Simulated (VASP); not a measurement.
# In (I4/mmm) in VASP: a series of runs, part 2 of 2

VASP 6.6.1.

## Step 4: Single point, PBEsol (strain +0.015 along x and y, -0.030 along z)

The input, INCAR:

```
SYSTEM = In
ALGO = Fast
EDIFF = 1E-6
ENCUT = 520
GGA = PS
ISIF = 2
ISMEAR = 0
LASPH = .TRUE.
LCHARG = .TRUE.
LELF = .TRUE.
LREAL = .FALSE.
LVHAR = .TRUE.
LWAVE = .FALSE.
NBANDS = 12
NELM = 60
PREC = Accurate
SIGMA = 0.15
```

The input, KPOINTS:

```
k-points
0
G
  20 20 20
  0 0 0
```

The input, POSCAR:

```
In
1.0
   -1.6505422500      1.6505422500      2.3997315000
    1.6505422500     -1.6505422500      2.3997315000
    1.6505422500      1.6505422500     -2.3997315000
In
1
Direct
    0.0000000000      0.0000000000      0.0000000000
```

Potentials or basis: VASP PAW PBE potentials, release 64 (In_d).

Run with:

```bash
$ cat potpaw_PBE.64/In_d/POTCAR > POTCAR
$ mpirun -np 1 vasp_std > vasp.out
```

OUTCAR:

```text
SYSTEM = In
   EDIFF = 1E-6
   ENCUT = 520
   GGA = PS
   ISIF = 2
   ISMEAR = 0
   LASPH = .TRUE.
   LREAL = .FALSE.
   NELM = 60
   PREC = Accurate

 ion  position               nearest neighbor table
   1  0.000  0.000  0.000-

  LATTYP: Found a body centered tetragonal cell.
 ALAT       =     3.3010845000
 C/A-ratio  =     1.4539049212

  Lattice vectors:

 A1 = (  -1.6505422500,   1.6505422500,   2.3997315000)
 A2 = (   1.6505422500,  -1.6505422500,   2.3997315000)
 A3 = (   1.6505422500,   1.6505422500,  -2.3997315000)

Analysis of symmetry for initial positions (statically):
=====================================================================
 Subroutine PRICEL returns:
 Original cell was already a primitive cell.

 Routine SETGRP: Setting up the symmetry group for a
 body centered tetragonal supercell.

 Subroutine GETGRP returns: Found 16 space group operations
 (whereof 16 operations were pure point group operations)
 out of a pool of 16 trial point group operations.

The static configuration has the point symmetry D_4h.

Analysis of symmetry for dynamics (positions and initial velocities):
=====================================================================
 Subroutine PRICEL returns:
 Original cell was already a primitive cell.

 Routine SETGRP: Setting up the symmetry group for a
 body centered tetragonal supercell.

 Subroutine GETGRP returns: Found 16 space group operations
 (whereof 16 operations were pure point group operations)
 out of a pool of 16 trial point group operations.

The dynamic configuration has the point symmetry D_4h.

 Subroutine INISYM returns: Found 16 space group operations
 (whereof 16 operations are pure point group operations),
 and found     1 'primitive' translations

----------------------------------------------------------------------------------------

                                     Primitive cell
[... 111 lines left out ...]
  Fermi-wavevector in a.u.,A,eV,Ry     =   1.296873  2.450734 22.883346  1.681878
  Thomas-Fermi vector in A             =   2.428301
   LORBIT       =      0    0 simple, 1 ext, 2 COOP (PROOUT), +10 PAW based schemes
   GGA     = PS    functional components
   LHFCALC =     F    Hartree Fock is set to
   AEXX    =    0.0000 exact exchange contribution
   IVDW    =     0    specifies the selected vdW correction
   LEPSILON=     F    determine dielectric tensor
   LRPA    =     F    only Hartree local field effects (RPA)
 non-spin polarized calculation
 RMM-DIIS sequential band-by-band and
 Gauss-broadening in eV      SIGMA  =   0.15
  energy-cutoff  :      520.00
  volume of cell :       26.15
 maximum number of plane-waves:       721
 NGX is ok and might be reduce to    28
   NGX = 13   NGY = 13   NGZ = 13

 number of electron      13.0000004 magnetization

 Free energy of the ion-electron system (eV)
  ---------------------------------------------------
  ext. energy  EPLUGINS =         0.00000000
  ---------------------------------------------------
  free energy    TOTEN  =        -2.98499124 eV

  energy without entropy =       -2.97997662  energy(sigma->0) =       -2.98248393

 E-fermi :   7.3614     XC(G=0): -10.4076

 val. band max:        7.3474543626   @ k =   0.2500   0.2500   0.2000
 cond. band min:       7.3636202394   @ k =   0.5000   0.1500   0.1000
 fundamental gap:      0.0161658768
 Fermi energy:         7.3613710042

 k-point     1 :       0.0000    0.0000    0.0000
  band No.  band energies     occupation
      1      -7.2091      2.00000
      2      -7.1703      2.00000
      3      -7.1703      2.00000
      4      -7.0290      2.00000
      5      -6.9905      2.00000
      6      -2.2073      2.00000
      7      17.8933      0.00000
      8      17.8933      0.00000
      9      17.9647      0.00000
     10      18.8960      0.00000
     11      21.3479      0.00000
     12      21.3758      0.00000
[... 331 lines left out ...]
 k-point    24 :      -0.3500    0.0500    0.0000
  band No.  band energies     occupation
      1      -7.2269      2.00000
      2      -7.1642      2.00000
      3      -7.1362      2.00000
      4      -6.9386      2.00000
      5      -6.8984      2.00000
      6       0.3434      2.00000
      7       7.9302      0.00000
      8      15.3270      0.00000
      9      16.2359      0.00000
     10      18.2297      0.00000
     11      20.6803      0.00000
     12      20.7625      0.00000

 [... further k-points ...]
[... 5 lines left out ...]
  --------------------------------------------------------------------------------------
  -------------------------------------------------------------------------------------
  Total       -0.1617779     -0.1617779     -0.1552944      0.0000000     -0.0000000      0.0000000
  in kB       -9.9118291     -9.9118291     -9.5145991      0.0000000     -0.0000000      0.0000000
  external PRESSURE =      -9.7794191 kB  Pullay stress =       0.0000000 kB

 VOLUME and BASIS-vectors are now :
 -----------------------------------------------------------------------------
  energy-cutoff  :      520.00
  volume of cell :       26.15
      direct lattice vectors                 reciprocal lattice vectors
    -1.650542250  1.650542250  2.399731500     0.000000000  0.302930749  0.208356643
     1.650542250 -1.650542250  2.399731500     0.302930749  0.000000000  0.208356643
     1.650542250  1.650542250 -2.399731500     0.302930749  0.302930749  0.000000000

 POSITION                                       TOTAL-FORCE (eV/Angst)
 -----------------------------------------------------------------------------------
      0.00000      0.00000      0.00000         0.000000      0.000000      0.000000
 -----------------------------------------------------------------------------------
    total drift:                               -0.000000     -0.000000     -0.000000

  FREE ENERGIE OF THE ION-ELECTRON SYSTEM (eV)
  ---------------------------------------------------
  free  energy   TOTEN  =        -2.9849912414 eV

  energy  without entropy=       -2.9799766187  energy(sigma->0) =       -2.98248393
```

stdout:

```text
POSCAR found type information on POSCAR In
 POSCAR found :  1 types and       1 ions
 scaLAPACK will be used
 -----------------------------------------------------------------------------
|                                                                             |
|                                                                             |
|     You enforced a specific xc type in the INCAR file but a different       |
|     I HOPE YOU KNOW WHAT YOU ARE DOING!                                     |
|                                                                             |
 -----------------------------------------------------------------------------

 LDA part: xc-table for (Slater+PW92), standard interpolation
 POSCAR, INCAR and KPOINTS ok, starting setup
 FFT: planning ... GRIDC
 FFT: planning ... GRID_SOFT
 FFT: planning ... GRID
 WAVECAR not read
 entering main loop
WARNING in EDDRMM: call to ZHEGV failed, returncode =   8  4     10
WARNING in EDDRMM: call to ZHEGV failed, returncode =   8  4     12
WARNING in EDDRMM: call to ZHEGV failed, returncode =   6  3     11
WARNING in EDDRMM: call to ZHEGV failed, returncode =   6  3     11
WARNING in EDDRMM: call to ZHEGV failed, returncode =   8  4     11
WARNING in EDDRMM: call to ZHEGV failed, returncode =   8  4     11
WARNING in EDDRMM: call to ZHEGV failed, returncode =   6  3     10
```

It took 2.6 min on 1 thread of Intel Xeon Platinum 8488C (Sapphire Rapids), shared host; peak memory 0.3 GiB.

Results:

```yaml
Free_energy: -2.9850 eV
Pressure: -1.0 GPa
```

Levels at points of the mesh, in eV from the Fermi level:
| k point | band 3 | band 4 | band 5 | band 6 | band 7 | band 8 | band 9 | band 10 |
| --- | --- | --- | --- | --- | --- | --- | --- | --- |
| (0.00, 0.00, 0.00) | -14.53 | -14.39 | -14.35 | -9.57 | 10.53 | 10.53 | 10.60 | 11.53 |
| (0.50, 0.00, 0.00) | -14.52 | -14.22 | -14.21 | -4.34 | -3.40 | 8.10 | 8.67 | 10.88 |
| (0.50, 0.50, 0.00) | -14.23 | -14.19 | -14.16 | -2.13 | -1.95 | 3.82 | 3.97 | 7.22 |
| (0.50, 0.50, 0.50) | -14.22 | -14.18 | -14.18 | -2.43 | -2.41 | 4.27 | 4.27 | 7.67 |

Caveat: the cell differs from its parent crystal (strain +0.015 along x and y, -0.030 along z); the PAW data sets were made with another functional, which shifts forces and pressure a little; spin-orbit coupling is left out, which moves the levels of the heavy elements.

## Step 5: Summary

| cell | further INCAR settings | gap on the mesh (eV) | pressure (GPa) |
| --- | --- | --- | --- |
| a = 3.276 Å, angles 122.4, 122.4, 85.8°, 1 atom | ALGO = Fast; EDIFF = 1e-06; NBANDS = 12 | none | 3.7 |
| a = 3.351 Å, angles 121.9, 121.9, 86.7°, 1 atom | ALGO = Fast; EDIFF = 1e-07; NBANDS = 12 | none | -0.3 |
| a = 3.348 Å, angles 120.9, 120.9, 88.4°, 1 atom | ALGO = Fast; EDIFF = 1e-06; NBANDS = 12 | none | -1.0 |

Alike in all rows: task single point; level PBEsol; potentials or basis VASP PAW PBE potentials, release 64 (In_d); no spin polarisation; k mesh 20 × 20 × 20; cutoff (eV) 520; smearing gaussian 0.15 eV.

Caveats: the PAW data sets were made with another functional, which shifts forces and pressure a little; spin-orbit coupling is left out, which moves the levels of the heavy elements.

Absolute energies hang on the potentials; compare differences alone.
